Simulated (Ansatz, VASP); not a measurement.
## One calculation of SnO2, two programs

```
CELL_PARAMETERS angstrom
-1.90066 1.90066 5.45852
1.90066 -1.90066 5.45852
1.90066 1.90066 -5.45852
ATOMIC_POSITIONS crystal
Sn 0.75000 0.25000 0.50000
Sn 0.00000 0.00000 0.00000
O 0.80330 0.80330 0.00000
O 0.94670 0.44670 0.50000
O 0.19670 0.19670 0.00000
O 0.55330 0.05330 0.50000
```

Change from the starting cell: epitaxial_xy strain -5.0%.

Alike in both runs: task single point; functional PBE; k mesh 10 × 10 × 10; occupations fermi-dirac, width 0.02 eV; no spin polarisation.

|  | VASP | Ansatz |
| --- | --- | --- |
| version | VASP 6.6.1 | Ansatz 0.2.0 |
| potentials or method | VASP PAW PBE potentials, release 64 (Sn_d, O) | plane waves, PAW |
| plane-wave cutoff (eV) | 520 | 420 |
| valence electrons in the cell | 52 | 52 |

```csv
,VASP,Ansatz,Ansatz less VASP
gap on the k mesh at the Fermi level (eV),1.95,1.95,+0.005
pressure (GPa),16.4,15.8,-0.63
"traceless stress, the component that is largest in VASP (GPa)",-8.74,-8.71,+0.033
rms of the force components (eV/Å),0.009,0.012,+0.0027
```

Atom by atom the forces differ by 0.003 eV/Å (rms over components). The functional is the same, so the differences come from potentials, cutoffs and numerics.
